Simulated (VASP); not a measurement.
## Mg: single point with PBE

Mg:

```
Mg
1.0
    -2.87092    2.87092    2.87092
     2.87092   -2.87092    2.87092
     2.87092    2.87092   -2.87092
Mg
3
Direct
  0.00000 0.50000 0.50000
  0.50000 0.00000 0.50000
  0.50000 0.50000 0.00000
```

```json
{
 "Program": "VASP 6.6.1",
 "Task": "single point",
 "Functional": "PBE",
 "Potentials or basis": "VASP PAW PBE potentials, release 64 (Mg)",
 "Cutoff": "520 eV",
 "k mesh": "6 × 6 × 6",
 "Occupations": "gaussian, width 0.1 eV",
 "Spin": "no spin polarisation"
}
```

The pressure is 0.1 GPa and the band gap on the k mesh is zero (band 3 reaches 2.70 eV, above the bottom of band 4 at -0.14 eV).

Levels at points of the mesh, in eV from the Fermi level:
| k point | band 1 | band 2 | band 3 | band 4 | band 5 | band 6 | band 7 | band 8 |
| --- | --- | --- | --- | --- | --- | --- | --- | --- |
| (0.00, 0.00, 0.00) | -5.68 | 1.69 | 1.69 | 1.69 | 3.32 | 3.32 | 3.71 | 3.71 |
| (0.50, 0.00, 0.00) | -3.78 | -3.14 | 0.40 | 0.65 | 1.63 | 1.68 | 4.18 | 5.34 |
| (0.50, 0.50, 0.50) | -1.96 | -1.96 | -1.15 | -1.15 | -1.15 | 0.76 | 6.77 | 6.77 |

Run time: 18 s on 1 thread of Intel Xeon 6975P-C (shared host), peak memory 0.23 GiB.
